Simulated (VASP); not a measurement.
## TaN (rocksalt type): single point with PBE

TaN (rocksalt type):

```xyz
2
Lattice="0.0000 2.2087 2.2087 2.2087 0.0000 2.2087 2.2087 2.2087 0.0000" Properties=species:S:1:pos:R:3 pbc="T T T"
Ta    0.0000    0.0000    0.0000
N     2.2087    2.2087    2.2087
```

```json
{"Program": "VASP 6.6.1", "Task": "single point", "Functional": "PBE", "Potentials or basis": "VASP PAW PBE potentials, release 64 (Ta_pv, N)", "Cutoff": "520 eV", "k mesh": "16 × 16 × 16", "Occupations": "fermi-dirac, width 0.08 eV", "Spin": "no spin polarisation"}
```

```
Pressure               : 0.8 GPa
Band gap on the k mesh : zero (band 8 reaches 11.26 eV, above the bottom of band 9 at 7.33 eV)
```

Levels at points of the mesh, in eV from the Fermi level:
| k point | band 4 | band 5 | band 6 | band 7 | band 8 | band 9 | band 10 | band 11 | band 12 | band 13 |
| --- | --- | --- | --- | --- | --- | --- | --- | --- | --- | --- |
| (0.00, 0.00, 0.00) | -18.75 | -3.78 | -3.78 | -3.78 | -2.06 | -2.06 | -2.06 | 0.07 | 0.07 | 1.41 |
| (0.50, 0.00, 0.00) | -15.81 | -10.26 | -7.48 | -7.48 | 1.87 | 1.87 | 1.96 | 3.79 | 7.39 | 7.39 |
| (0.50, 0.50, 0.00) | -17.50 | -6.61 | -5.37 | -4.60 | -4.60 | 2.08 | 3.47 | 3.47 | 4.40 | 6.67 |

Wall time 37 s on 1 thread of Intel Xeon 6975P-C, on a shared host, peak memory 0.17 GiB.

Caveat: spin-orbit coupling is left out, which moves the levels of the heavy elements.
